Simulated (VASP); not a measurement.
# Hg (P2_1/m) in VASP: single point with PBEsol

Aim: the single point of Hg with PBEsol.

All numbers are computed with VASP 6.6.1; they aren't measurements. Logs are shortened: lines on timing, memory, paths and dates and some standing lists are left out, and cuts for length are marked.

**1. The cell of the first run**

Symmetry: P2_1/m, No. 11, monoclinic system. Conventional cell: a = 3.442 Å, b = 11.062 Å, c = 3.442 Å, α = 90.00°, β = 120.00°, γ = 90.00°. Hg (site symmetry -1) has 12 Hg at 3.34 to 3.53 Å within 4.4 Å. Hg (site symmetry m) has 12 Hg at 3.34 to 3.53 Å within 4.4 Å.

**2. Single point, PBEsol**

The input, INCAR:

```
ALGO = Normal ; EDIFF = 1E-6
ENCUT = 520 ; GGA = PS
ISIF = 2 ; ISMEAR = -1
LASPH = True ; LCHARG = False
LREAL = False ; LWAVE = False
NBANDS = 32 ; NELM = 60
PREC = Accurate ; SIGMA = 0.02
```

The input, KPOINTS:

```
k-points
0
Gamma
  8 8 2
```

The input, POSCAR:

```
Hg
1.0
    3.4419409895      0.0000000000      0.0000000000
   -1.7209704948      2.9808083353      0.0000000000
    0.0000000000      0.0000000000     11.0623313100
Hg
4
Direct
    0.0000001677      0.0000003355      0.0000001808
    1.2664619278      0.6284838840      0.2500001060
    0.9999998353     -0.0000003355      0.5000000312
    0.7335383336      0.3715163390      0.7499997756
```

Potentials or basis: VASP PAW PBE potentials, release 64 (Hg).

Command:

```
> cat potpaw_PBE.64/Hg/POTCAR > POTCAR
> mpirun -np 1 vasp_std > vasp.out
```

OUTCAR:

```text
EDIFF = 1E-6
   ENCUT = 520
   GGA = PS
   ISIF = 2
   ISMEAR = -1
   LASPH = True
   LREAL = False
   NELM = 60
   PREC = Accurate

 ion  position               nearest neighbor table
   1  0.000  0.000  0.000-   2 3.34   4 3.34   2 3.36   4 3.36   2 3.53   4 3.53
   2  0.266  0.628  0.250-   1 3.34   3 3.34   3 3.36   1 3.36   3 3.53   1 3.53
   3  1.000  1.000  0.500-   4 3.34   2 3.34   4 3.36   2 3.36   4 3.53   2 3.53
   4  0.734  0.372  0.750-   3 3.34   1 3.34   3 3.36   1 3.36   3 3.53   1 3.53

  LATTYP: Found a hexagonal cell.
 ALAT       =     3.4419409895
 C/A-ratio  =     3.2139805254

  Lattice vectors:

 A1 = (   3.4419409895,   0.0000000000,   0.0000000000)
 A2 = (  -1.7209704948,   2.9808083353,   0.0000000000)
 A3 = (   0.0000000000,   0.0000000000,  11.0623313100)

Analysis of symmetry for initial positions (statically):
=====================================================================
 Subroutine PRICEL returns:
 Original cell was already a primitive cell.

 Routine SETGRP: Setting up the symmetry group for a
 hexagonal supercell.

 Subroutine GETGRP returns: Found  4 space group operations
 (whereof  2 operations were pure point group operations)
 out of a pool of 24 trial point group operations.

The static configuration has the point symmetry S_2 .
 The point group associated with its full space group is C_2h.

Analysis of symmetry for dynamics (positions and initial velocities):
=====================================================================
 Subroutine PRICEL returns:
 Original cell was already a primitive cell.

 Routine SETGRP: Setting up the symmetry group for a
 hexagonal supercell.

 Subroutine GETGRP returns: Found  4 space group operations
 (whereof  2 operations were pure point group operations)
 out of a pool of 24 trial point group operations.

The dynamic configuration has the point symmetry S_2 .
 The point group associated with its full space group is C_2h.

 Subroutine INISYM returns: Found  4 space group operations
 (whereof  2 operations are pure point group operations),
 and found     1 'primitive' translations

----------------------------------------------------------------------------------------

                                     Primitive cell

  volume of cell :     113.4969

  direct lattice vectors                    reciprocal lattice vectors
     3.441940989  0.000000000  0.000000000     0.290533743  0.167739735  0.000000000
[... 90 lines left out ...]
   EDIFF  = 0.1E-05   stopping-criterion for ELM
   LREAL  =      F    real-space projection
   EDIFFG = 0.1E-04   stopping-criterion for IOM
   NSW    =      0    number of steps for IOM
   IBRION =     -1    ionic relax: 0-MD 1-quasi-New 2-CG
   NFREE  =      0    steps in history (QN), initial steepest desc. (CG)
   ISIF   =      2    stress and relaxation
   ISYM   =      2    0-nonsym 1-usesym 2-fastsym
   POTIM  = 0.5000    time-step for ionic-motion
   TEBEG  =    0.0;   TEEND  =   0.0 temperature during run
   PSTRESS=    0.0 pullay stress
   NELECT =      48.0000    total number of electrons
   NUPDOWN=      -1.0000    fix difference up-down
   EMIN   =  10.00;   EMAX   =-10.00  energy-range for DOS
   EFERMI =   0.00;   METHOD = LEGACY
   ISMEAR =    -1;   SIGMA  =   0.02  broadening in eV -4-tet -1-fermi 0-gaus
   EFERMI_NEDOS =   21; number of points for ismear=-14 and -15
   IALGO  =     38    algorithm
   IMIX   =      4    mixing-type and parameters
     AMIX     =   0.40;   BMIX     =  1.00
     AMIX_MAG =   1.60;   BMIX_MAG =  1.00
  volume/ion in A,a.u.               =      28.37       191.48
  Fermi-wavevector in a.u.,A,eV,Ry     =   1.228836  2.322163 20.545307  1.510037
  Thomas-Fermi vector in A             =   2.363746
   LORBIT       =      0    0 simple, 1 ext, 2 COOP (PROOUT), +10 PAW based schemes
   GGA     = PS    functional components
   LHFCALC =     F    Hartree Fock is set to
   AEXX    =    0.0000 exact exchange contribution
   IVDW    =     0    specifies the selected vdW correction
   LEPSILON=     F    determine dielectric tensor
   LRPA    =     F    only Hartree local field effects (RPA)
 non-spin polarized calculation
  energy-cutoff  :      520.00
  volume of cell :      113.50
 maximum number of plane-waves:      3086
 NGX is ok and might be reduce to    28
   NGX = 13   NGY = 13   NGZ = 41

 number of electron      48.0000000 magnetization

 Free energy of the ion-electron system (eV)
  ---------------------------------------------------
  ext. energy  EPLUGINS =         0.00000000
  ---------------------------------------------------
  free energy    TOTEN  =        -1.98514655 eV

  energy without entropy =       -1.98370133  energy(sigma->0) =       -1.98442394

 E-fermi :   0.8361     XC(G=0): -10.0579

 val. band max:        0.7080697142   @ k =   0.5000  -0.1250   0.0000
 cond. band min:       0.8401351196   @ k =   0.1250   0.0000   0.0000
 fundamental gap:      0.1320654054
 Fermi energy:         0.8360762149

 k-point     1 :       0.0000    0.0000    0.0000
  band No.  band energies     occupation
      1      -6.4769      2.00000
      2      -5.8302      2.00000
      3      -5.6984      2.00000
      4      -5.6814      2.00000
      5      -5.2653      2.00000
      6      -5.2279      2.00000
[... 829 lines left out ...]
     31       7.0382      0.00000
     32       7.4660      0.00000

 [... further k-points ...]

------------------------ aborting loop because EDIFF is reached ----------------------------------------

  FORCE on cell =-STRESS in cart. coord.  units (eV):
  Direction    XX          YY          ZZ          XY          YZ          ZX
  --------------------------------------------------------------------------------------
  -------------------------------------------------------------------------------------
  Total       -2.0131732     -1.8278395     -1.8407217     -0.1451293      0.0000000      0.0000000
  in kB      -28.4189211    -25.8026614    -25.9845130     -2.0487157      0.0000000      0.0000000
  external PRESSURE =     -26.7353652 kB  Pullay stress =       0.0000000 kB

 VOLUME and BASIS-vectors are now :
 -----------------------------------------------------------------------------
  energy-cutoff  :      520.00
  volume of cell :      113.50
      direct lattice vectors                 reciprocal lattice vectors
     3.441940989  0.000000000  0.000000000     0.290533743  0.167739735  0.000000000
    -1.720970495  2.980808335  0.000000000     0.000000000  0.335479470  0.000000000
     0.000000000  0.000000000 11.062331310     0.000000000  0.000000000  0.090396859

 POSITION                                       TOTAL-FORCE (eV/Angst)
 -----------------------------------------------------------------------------------
     -0.00000      0.00000      0.00000         0.000000      0.000000      0.000000
     -0.16446      1.87339      2.76558        -0.002959      0.000229     -0.000000
      1.72097      2.98081      5.53117         0.000000      0.000000      0.000000
      1.88543      1.10742      8.29675         0.002959     -0.000229      0.000000
 -----------------------------------------------------------------------------------
    total drift:                               -0.000135     -0.000996      0.001113

  FREE ENERGIE OF THE ION-ELECTRON SYSTEM (eV)
  ---------------------------------------------------
  free  energy   TOTEN  =        -1.9851465520 eV

  energy  without entropy=       -1.9837013342  energy(sigma->0) =       -1.98442394
```

Run time: 3.8 min. Hardware: 1 thread of Intel Xeon 8259CL, shared host; peak memory 0.35 GiB.

What came out:

- Free energy: -1.9851 eV
- Pressure: -2.7 GPa
- Band gap on the k mesh: zero (bands 24 and 25 overlap by 0.61 eV)

Forces in eV/Å, atoms in the order of the input:
```
Hg   0.000  0.000  0.000
Hg  -0.003  0.000  0.000
Hg   0.000  0.000  0.000
Hg   0.003  0.000  0.000
```

Caveat: the PAW data sets were made with another functional, which shifts forces and pressure a little; spin-orbit coupling is left out, which moves the levels of the heavy elements.
